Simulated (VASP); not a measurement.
# Se (R-3) in VASP: a series of runs

Runs on Se. Level: PBEsol. Tasks: single point, relaxation of cell and atoms.

Program: VASP 6.6.1. These are calculated values, not measurements. Logs are shortened: lines on timing, memory, paths and dates and some standing lists are left out, and cuts for length are marked.

### Step 1. The cell of the first run

Symmetry: R-3, No. 148, trigonal system. The conventional cell has a = 10.723 Å, b = 10.723 Å, c = 4.537 Å, α = 90.00°, β = 90.00°, γ = 120.00°. Se (site symmetry 1) has 4 Se at 2.43 to 3.03 Å within 3.2 Å.

### Step 2. Single point, PBEsol

Contents of INCAR:

```
ALGO = Normal
EDIFF = 1E-6
ENCUT = 520
GGA = PS
ISIF = 2
ISMEAR = -1
LASPH = T
LCHARG = F
LREAL = F
LWAVE = F
NBANDS = 27
NELM = 60
PREC = Accurate
SIGMA = 0.05
```

Contents of KPOINTS:

```
k-points
0
Gamma
  4 4 4
```

Contents of POSCAR:

```
Se
1.0
    5.3612955842      3.0953454487      1.5123523228
   -5.3612955842      3.0953454487      1.5123523228
    0.0000000000     -6.1906908975      1.5123523226
Se
6
Direct
    0.3031227144      0.1673156769      0.9100625991
    0.9100625991      0.3031227144      0.1673156769
    0.1673156769      0.9100625991      0.3031227144
    0.6968772856      0.8326843231      0.0899374009
    0.0899374009      0.6968772856      0.8326843231
    0.8326843231      0.0899374009      0.6968772856
```

Potentials or basis: VASP PAW PBE potentials, release 64 (Se).

Launch:

```sh
> cat potpaw_PBE.64/Se/POTCAR > POTCAR
> mpirun -np 1 vasp_std > vasp.out
```

OUTCAR:

```text
EDIFF = 1E-6
   ENCUT = 520
   GGA = PS
   ISIF = 2
   ISMEAR = -1
   LASPH = T
   LREAL = F
   NELM = 60
   PREC = Accurate

 ion  position               nearest neighbor table
   1  0.303  0.167  0.910-   5 2.43   6 2.43
   2  0.910  0.303  0.167-   6 2.43   4 2.43
   3  0.167  0.910  0.303-   5 2.43   4 2.43
   4  0.697  0.833  0.090-   2 2.43   3 2.43
   5  0.090  0.697  0.833-   3 2.43   1 2.43
   6  0.833  0.090  0.697-   2 2.43   1 2.43

  LATTYP: Found a trigonal (rhomboedric) cell.
 ALAT       =     6.3727437840
 COS(alpha) =    -0.4155218687

  Lattice vectors:

 A1 = (   5.3612955842,   3.0953454487,   1.5123523228)
 A2 = (  -5.3612955842,   3.0953454487,   1.5123523228)
 A3 = (   0.0000000000,  -6.1906908975,   1.5123523226)

Analysis of symmetry for initial positions (statically):
=====================================================================
 Subroutine PRICEL returns:
 Original cell was already a primitive cell.

 Routine SETGRP: Setting up the symmetry group for a
 trigonal (rhombohedral) supercell.

 Subroutine GETGRP returns: Found  6 space group operations
 (whereof  6 operations were pure point group operations)
 out of a pool of 12 trial point group operations.

The static configuration has the point symmetry S_6 .

Analysis of symmetry for dynamics (positions and initial velocities):
=====================================================================
 Subroutine PRICEL returns:
 Original cell was already a primitive cell.

 Routine SETGRP: Setting up the symmetry group for a
 trigonal (rhombohedral) supercell.

 Subroutine GETGRP returns: Found  6 space group operations
 (whereof  6 operations were pure point group operations)
 out of a pool of 12 trial point group operations.

The dynamic configuration has the point symmetry S_6 .

 Subroutine INISYM returns: Found  6 space group operations
 (whereof  6 operations are pure point group operations),
 and found     1 'primitive' translations

----------------------------------------------------------------------------------------

                                     Primitive cell

  volume of cell :     150.5855

  direct lattice vectors                    reciprocal lattice vectors
     5.361295584  3.095345449  1.512352323     0.093261040  0.053844286  0.220407195
    -5.361295584  3.095345449  1.512352323    -0.093261040  0.053844286  0.220407195
     0.000000000 -6.190690897  1.512352323     0.000000000 -0.107688573  0.220407195

  length of vectors
     6.372743784  6.372743784  6.372743784     0.245308296  0.245308296  0.245308296

  position of ions in fractional coordinates (direct lattice)
     0.303122714  0.167315677  0.910062599
     0.910062599  0.303122714  0.167315677
     0.167315677  0.910062599  0.303122714
     0.696877286  0.832684323  0.089937401
     0.089937401  0.696877286  0.832684323
     0.832684323  0.089937401  0.696877286

  ion indices of the primitive-cell ions
   primitive index   ion index
                 1           1
                 2           2
                 3           3
                 4           4
                 5           5
                 6           6

----------------------------------------------------------------------------------------

 KPOINTS: k-points

Automatic generation of k-mesh.
 Grid dimensions read from file:
 generate k-points for:    4    4    4

 Generating k-lattice:

  Cartesian coordinates                     Fractional coordinates (reciprocal lattice)
     0.023315260  0.013461072  0.055101799     0.250000000  0.000000000  0.000000000
    -0.023315260  0.013461072  0.055101799     0.000000000  0.250000000  0.000000000
     0.000000000 -0.026922143  0.055101799     0.000000000  0.000000000  0.250000000

  Length of vectors
     0.061327074  0.061327074  0.061327074

  Shift w.r.t. Gamma in fractional coordinates (k-lattice)
     0.000000000  0.000000000  0.000000000

 Subroutine IBZKPT returns following result:
 ===========================================

 Found     14 irreducible k-points:

 Following reciprocal coordinates:
            Coordinates               Weight
  0.000000  0.000000  0.000000      1.000000
  0.250000  0.000000  0.000000      6.000000
  0.500000  0.000000  0.000000      3.000000
  0.250000  0.250000  0.000000      6.000000
  0.500000  0.250000  0.000000      6.000000
  0.500000  0.000000 -0.250000      6.000000
 -0.250000  0.250000  0.000000      6.000000
  0.500000  0.500000  0.000000      3.000000
  0.250000  0.250000  0.250000      2.000000
  0.500000  0.250000  0.250000      6.000000
 -0.250000  0.250000  0.250000      6.000000
  0.500000  0.500000  0.250000      6.000000
 -0.250000  0.500000  0.250000      6.000000
  0.500000  0.500000  0.500000      1.000000
   k-points           NKPTS =     14   k-points in BZ     NKDIM =     14   number of bands    NBANDS=     27
   number of dos      NEDOS =    301   number of ions     NIONS =      6
   total plane-waves  NPLWV = 110592
   dimension x,y,z NGX =    48 NGY =   48 NGZ =   48
   dimension x,y,z NGXF=    96 NGYF=   96 NGZF=   96
   ions per type =               6
   NGX,Y,Z   is equivalent  to a cutoff of  12.52, 12.52, 12.52 a.u.
   NGXF,Y,Z  is equivalent  to a cutoff of  25.04, 25.04, 25.04 a.u.
 SYSTEM =  unknown system
   PREC   = accura    normal or accurate (medium, high low for compatibility)
   ISTART =      0    job   : 0-new  1-cont  2-samecut
   ICHARG =      2    charge: 1-file 2-atom 10-const
   ISPIN  =      1    spin polarized calculation?
   LNONCOLLINEAR =      F non collinear calculations
   LSORBIT =      F    spin-orbit coupling
   LASPH  =      T    aspherical Exc in radial PAW
   ENCUT  =  520.0 eV  38.22 Ry    6.18 a.u.  11.85 11.85 11.85*2*pi/ulx,y,z
   NELM   =     60;   NELMIN=  2; NELMDL= -5     # of ELM steps
   EDIFF  = 0.1E-05   stopping-criterion for ELM
   LREAL  =      F    real-space projection
   EDIFFG = 0.1E-04   stopping-criterion for IOM
   NSW    =      0    number of steps for IOM
   IBRION =     -1    ionic relax: 0-MD 1-quasi-New 2-CG
   NFREE  =      0    steps in history (QN), initial steepest desc. (CG)
   ISIF   =      2    stress and relaxation
   ISYM   =      2    0-nonsym 1-usesym 2-fastsym
   POTIM  = 0.5000    time-step for ionic-motion
   TEBEG  =    0.0;   TEEND  =   0.0 temperature during run
   PSTRESS=    0.0 pullay stress
   NELECT =      36.0000    total number of electrons
   NUPDOWN=      -1.0000    fix difference up-down
   EMIN   =  10.00;   EMAX   =-10.00  energy-range for DOS
   EFERMI =   0.00;   METHOD = LEGACY
   ISMEAR =    -1;   SIGMA  =   0.05  broadening in eV -4-tet -1-fermi 0-gaus
   EFERMI_NEDOS =   21; number of points for ismear=-14 and -15
   IALGO  =     38    algorithm
   IMIX   =      4    mixing-type and parameters
     AMIX     =   0.40;   BMIX     =  1.00
     AMIX_MAG =   1.60;   BMIX_MAG =  1.00
  volume/ion in A,a.u.               =      25.10       169.37
  Fermi-wavevector in a.u.,A,eV,Ry     =   1.016049  1.920054 14.046049  1.032355
  Thomas-Fermi vector in A             =   2.149370
   LORBIT       =      0    0 simple, 1 ext, 2 COOP (PROOUT), +10 PAW based schemes
   GGA     = PS    functional components
   LHFCALC =     F    Hartree Fock is set to
   AEXX    =    0.0000 exact exchange contribution
   IVDW    =     0    specifies the selected vdW correction
   LEPSILON=     F    determine dielectric tensor
   LRPA    =     F    only Hartree local field effects (RPA)
 non-spin polarized calculation
  energy-cutoff  :      520.00
  volume of cell :      150.59
 maximum number of plane-waves:      4073
   NGX = 23   NGY = 23   NGZ = 23

 number of electron      35.9999999 magnetization

 Free energy of the ion-electron system (eV)
  ---------------------------------------------------
  ext. energy  EPLUGINS =         0.00000000
  ---------------------------------------------------
  free energy    TOTEN  =       -22.91669860 eV

  energy without entropy =      -22.91669334  energy(sigma->0) =      -22.91669597

 E-fermi :   3.6027     XC(G=0):  -9.4378

 val. band max:        3.0924480910   @ k =   0.5000   0.0000   0.0000
 cond. band min:       4.1564812471   @ k =  -0.2500   0.2500   0.2500
 fundamental gap:      1.0640331561
 Fermi energy:         3.6026904525

 k-point     1 :       0.0000    0.0000    0.0000
  band No.  band energies     occupation
      1     -12.7793      2.00000
      2     -10.5193      2.00000
      3     -10.5193      2.00000
      4      -8.8695      2.00000
      5      -8.8695      2.00000
      6      -7.9519      2.00000
[... 19 lines left out ...]
     26       9.0335      0.00000
     27       9.6220      0.00000

 k-point     2 :       0.2500    0.0000    0.0000
  band No.  band energies     occupation
      1     -12.5354      2.00000
      2     -10.8271      2.00000
      3     -10.5942      2.00000
      4      -9.0312      2.00000
      5      -8.5375      2.00000
      6      -7.8294      2.00000
[... 19 lines left out ...]
     26       9.7108      0.00000
     27       9.8397      0.00000

 k-point     3 :       0.5000    0.0000    0.0000
  band No.  band energies     occupation
      1     -12.1724      2.00000
      2     -11.2087      2.00000
      3     -10.6761      2.00000
      4      -9.1323      2.00000
      5      -8.1863      2.00000
      6      -7.8790      2.00000
[... 19 lines left out ...]
     26      10.5579      0.00000
     27      10.8184      0.00000

 k-point     4 :       0.2500    0.2500    0.0000
  band No.  band energies     occupation
      1     -12.1810      2.00000
      2     -11.1001      2.00000
      3     -10.8228      2.00000
      4      -8.8569      2.00000
      5      -8.5897      2.00000
      6      -7.7023      2.00000
[... 19 lines left out ...]
     26      10.5229      0.00000
     27      10.8703      0.00000
[... 216 lines left out ...]
      4      -9.2203      2.00000
      5      -8.7354      2.00000
      6      -6.7015      2.00000
[... 19 lines left out ...]
     26       9.6553      0.00000
     27      10.5358      0.00000

 k-point    13 :      -0.2500    0.5000    0.2500
  band No.  band energies     occupation
      1     -12.0049      2.00000
      2     -11.2005      2.00000
      3     -10.8688      2.00000
      4      -9.1858      2.00000
      5      -8.9283      2.00000
      6      -6.9404      2.00000
[... 19 lines left out ...]
     26      10.2406      0.00000
     27      10.8901      0.00000

 k-point    14 :       0.5000    0.5000    0.5000
  band No.  band energies     occupation
      1     -11.7201      2.00000
      2     -11.1923      2.00000
      3     -11.1923      2.00000
      4      -9.2364      2.00000
      5      -9.2364      2.00000
      6      -6.4041      2.00000
[... 19 lines left out ...]
     26       9.6631      0.00000
     27      10.8942      0.00000

------------------------ aborting loop because EDIFF is reached ----------------------------------------

  FORCE on cell =-STRESS in cart. coord.  units (eV):
  Direction    XX          YY          ZZ          XY          YZ          ZX
  --------------------------------------------------------------------------------------
  -------------------------------------------------------------------------------------
  Total        0.1700126      0.1700126      0.0881383      0.0000008      0.0000000     -0.0000000
  in kB        1.8088746      1.8088746      0.9377615      0.0000084      0.0000000     -0.0000000
  external PRESSURE =       1.5185036 kB  Pullay stress =       0.0000000 kB

 VOLUME and BASIS-vectors are now :
 -----------------------------------------------------------------------------
  energy-cutoff  :      520.00
  volume of cell :      150.59
      direct lattice vectors                 reciprocal lattice vectors
     5.361295584  3.095345449  1.512352323     0.093261040  0.053844286  0.220407195
    -5.361295584  3.095345449  1.512352323    -0.093261040  0.053844286  0.220407195
     0.000000000 -6.190690897  1.512352323     0.000000000 -0.107688573  0.220407195

 POSITION                                       TOTAL-FORCE (eV/Angst)
 -----------------------------------------------------------------------------------
      0.72810     -4.17775      2.08780         0.003749      0.019136      0.017450
      3.25398      2.71943      2.08780        -0.018446     -0.006321      0.017450
     -3.98209      1.45832      2.08780         0.014697     -0.012814      0.017450
     -0.72810      4.17775      2.44925        -0.003749     -0.019136     -0.017450
     -3.25398     -2.71943      2.44925         0.018446      0.006321     -0.017450
      3.98209     -1.45832      2.44925        -0.014697      0.012814     -0.017450
 -----------------------------------------------------------------------------------
    total drift:                               -0.000000      0.000000     -0.000000

  FREE ENERGIE OF THE ION-ELECTRON SYSTEM (eV)
  ---------------------------------------------------
  free  energy   TOTEN  =       -22.9166986019 eV

  energy  without entropy=      -22.9166933408  energy(sigma->0) =      -22.91669597
```

Wall time 71 s (1 thread of Oxide Virtual Turin-like, shared host); peak memory 0.27 GiB.

What came out:

```yaml
Free_energy: -22.9167 eV
Pressure: 0.2 GPa
Largest_force: 0.026 eV/Å
Band_gap_on_the_k_mesh: 1.06 eV, indirect (least direct gap 1.26 eV)
```

Forces on the atoms (eV/Å):
```
Se   0.004  0.019  0.017
Se  -0.018 -0.006  0.017
Se   0.015 -0.013  0.017
Se  -0.004 -0.019 -0.017
Se   0.018  0.006 -0.017
Se  -0.015  0.013 -0.017
```

Stress tensor (GPa, compression positive):
```
0.18 0.00 0.00
0.00 0.18 0.00
0.00 0.00 0.09
```

Caveat: the PAW data sets were made with another functional, which shifts forces and pressure a little.

### Step 3. Relaxation of cell and atoms, PBEsol

This run uses another cell than the first one, of 27.51 Å³/atom, 1.096 times its volume.

Contents of INCAR:

```
SYSTEM = Se
PREC = Accurate
ENCUT = 600
EDIFF = 1E-6
ISMEAR = -1
SIGMA = 0.05
LREAL = .FALSE.
LASPH = .TRUE.
NELM = 100
ALGO = Normal
ISIF = 3
LWAVE = .FALSE.
LCHARG = .FALSE.
GGA = PS
IBRION = 2
NSW = 80
EDIFFG = -0.01
```

Contents of KPOINTS:

```
Automatic mesh
0
G
  4 4 4
  0 0 0
```

Contents of POSCAR:

```
Se
1.0
    5.6809998619      3.2799267995      1.4763300000
   -5.6809998619      3.2799267995      1.4763300000
    0.0000000000     -6.5598535991      1.4763300000
Se
6
Direct
    0.2806600000      0.1625100000      0.9181800000
    0.9181800000      0.2806600000      0.1625100000
    0.1625100000      0.9181800000      0.2806600000
    0.7193400000      0.8374900000      0.0818200000
    0.0818200000      0.7193400000      0.8374900000
    0.8374900000      0.0818200000      0.7193400000
```

Potentials or basis: VASP PAW PBE potentials, release 64 (Se).

Launch:

```sh
> cat potpaw_PBE.64/Se/POTCAR > POTCAR
> mpirun -np 1 vasp_std > vasp.out
```

Wall time 26 min (1 thread of Oxide Virtual Turin-like, shared host); peak memory 0.39 GiB.

The run converged. Its results:

| Property | Result |
| --- | --- |
| Free energy | -22.9179 eV |
| Relaxed volume | 25.14 Å³/atom |
| Relaxed cell | a = 6.369 Å, b = 6.369 Å, c = 6.369 Å, α = 114.51°, β = 114.51°, γ = 114.51° |
| Space group after relaxing (to 0.05 Å) | R-3 (No. 148) |
| Energy gained by relaxing | 32.6 meV/atom |
| Ionic steps | 28 |
| Pressure after relaxing | 0.0 GPa |
| Largest force after relaxing | 0.010 eV/Å |
| Band gap on the k mesh | 1.05 eV, indirect (least direct gap 1.23 eV) |

Forces on the atoms (eV/Å):
```
Se  -0.008 -0.002 -0.005
Se   0.006 -0.006 -0.005
Se   0.003  0.008 -0.005
Se   0.008  0.002  0.005
Se  -0.006  0.006  0.005
Se  -0.003 -0.008  0.005
```

Step by step:
```tsv
step	energy change (eV)	largest force (eV/Å)	pressure (GPa)	volume (Å³)
1	0.0000	0.3909	0.29	165.05
2	-0.0210	0.1268	-1.24	166.26
3	-0.0212	0.1303	-1.14	166.18
4	-0.0443	0.1369	-1.06	164.22
5	-0.1062	0.1551	-0.66	158.45
6	-0.1668	0.2044	1.17	147.24
7	-0.1811	0.1019	0.64	146.60
8	-0.1845	0.0880	0.25	146.02
9	-0.1845	0.0858	0.27	146.06
10	-0.1864	0.0843	0.15	146.62
11	-0.1895	0.0817	-0.21	148.31
12	-0.1898	0.0814	-0.32	148.90
13	-0.1913	0.0499	-0.15	148.99
14	-0.1920	0.0303	0.05	149.08
15	-0.1920	0.0311	0.10	149.10
16	-0.1923	0.0284	0.06	149.28
17	-0.1931	0.0199	-0.02	149.82
18	-0.1936	0.0063	-0.18	150.91
19	-0.1939	0.0193	-0.07	150.88
20	-0.1940	0.0351	0.04	150.85
21	-0.1943	0.0313	0.02	150.91
22	-0.1948	0.0214	-0.04	151.08
23	-0.1950	0.0252	-0.15	151.41
24	-0.1950	0.0198	-0.11	151.29
25	-0.1952	0.0237	0.04	150.97
26	-0.1952	0.0236	0.04	150.98
27	-0.1954	0.0162	0.02	150.94
28	-0.1956	0.0097	-0.02	150.87
```

Final structure:
```
Se
1.0
     5.35641    3.09252    1.51793
    -5.35641    3.09253    1.51793
     0.00000   -6.18505    1.51793
Se
6
Direct
  0.30383 0.16728 0.90961
  0.90961 0.30383 0.16728
  0.16728 0.90961 0.30383
  0.69617 0.83272 0.09039
  0.09039 0.69617 0.83272
  0.83272 0.09039 0.69617
```

Levels at points of the mesh, in eV from the valence-band top:
```csv
k point,band 16,band 17,band 18,band 19,band 20,band 21
"(0.00, 0.00, 0.00)",-1.05,-0.53,-0.53,2.06,2.06,2.30
"(0.50, 0.00, 0.00)",-0.92,-0.35,0.00,1.41,1.60,2.48
"(0.50, 0.50, 0.00)",-1.51,-1.20,-0.09,1.14,1.43,1.86
"(0.50, 0.50, 0.50)",-1.15,-1.15,-0.67,1.45,1.48,1.48
```

Caveat: the PAW data sets were made with another functional, which shifts forces and pressure a little. A hybrid or GW would open this gap; PBEsol tends to underestimate it.

### Step 4. Single point, PBEsol

Contents of INCAR:

```
PREC = Accurate
ENCUT = 520
EDIFF = 1E-6
ISMEAR = -1
SIGMA = 0.05
LREAL = False
LASPH = True
NELM = 60
ALGO = Normal
ISIF = 2
LWAVE = False
LCHARG = False
GGA = PS
NBANDS = 27
```

Contents of KPOINTS:

```
regular mesh
0
Gamma
  7 7 7
```

Contents of POSCAR:

```
Se
1.0
    5.3612955842      3.0953454487      1.5123523228
   -5.3612955842      3.0953454487      1.5123523228
    0.0000000000     -6.1906908975      1.5123523226
Se
6
Direct
    0.3031227144      0.1673156769      0.9100625991
    0.9100625991      0.3031227144      0.1673156769
    0.1673156769      0.9100625991      0.3031227144
    0.6968772856      0.8326843231      0.0899374009
    0.0899374009      0.6968772856      0.8326843231
    0.8326843231      0.0899374009      0.6968772856
```

Launch:

```sh
> cat potpaw_PBE.64/Se/POTCAR > POTCAR
> mpirun -np 1 vasp_std > vasp.out
```

Wall time 7.1 min (1 thread of Oxide Virtual Turin-like, shared host); peak memory 0.37 GiB.

It converged, with:

| Item | Value |
| --- | --- |
| Free energy | -22.9153 eV |
| Pressure | 0.1 GPa |
| Largest force | 0.031 eV/Å |
| Band gap on the k mesh | 0.94 eV, indirect (least direct gap 1.12 eV) |

Forces on the atoms (eV/Å):
```
Se   0.001  0.022  0.022
Se  -0.020 -0.010  0.022
Se   0.018 -0.012  0.022
Se  -0.001 -0.022 -0.022
Se   0.020  0.010 -0.022
Se  -0.018  0.012 -0.022
```

Levels at points of the mesh, in eV from the valence-band top:
```csv
k point,band 14,band 15,band 16,band 17,band 18,band 19,band 20,band 21,band 22,band 23
"(0.00, 0.00, 0.00)",-1.61,-1.02,-1.02,-0.52,-0.52,2.07,2.07,2.34,2.50,2.78
```

Caveat: the PAW data sets were made with another functional, which shifts forces and pressure a little.

### Step 5. The runs side by side

| task | cell | k mesh | cutoff (eV) | gap on the mesh (eV) | pressure (GPa) | largest force (eV/Å) |
| --- | --- | --- | --- | --- | --- | --- |
| single point | a = 6.373 Å, angles 114.6°, 6 atoms | 4 × 4 × 4 | 520 | 1.06 | 0.2 | 0.03 |
| relaxation of cell and atoms | relaxed from a = 6.724 Å, angles 115.3°, 6 atoms | 4 × 4 × 4 | 600 | 1.05 | 0.0 | 0.01 |
| single point | a = 6.373 Å, angles 114.6°, 6 atoms | 7 × 7 × 7 | 520 | 0.94 | 0.1 | 0.03 |

Alike in all rows: level PBEsol; potentials or basis VASP PAW PBE potentials, release 64 (Se); no spin polarisation; smearing fermi-dirac 0.05 eV.

Caveats: the PAW data sets were made with another functional, which shifts forces and pressure a little.

Absolute energies hang on the potentials; compare differences alone.
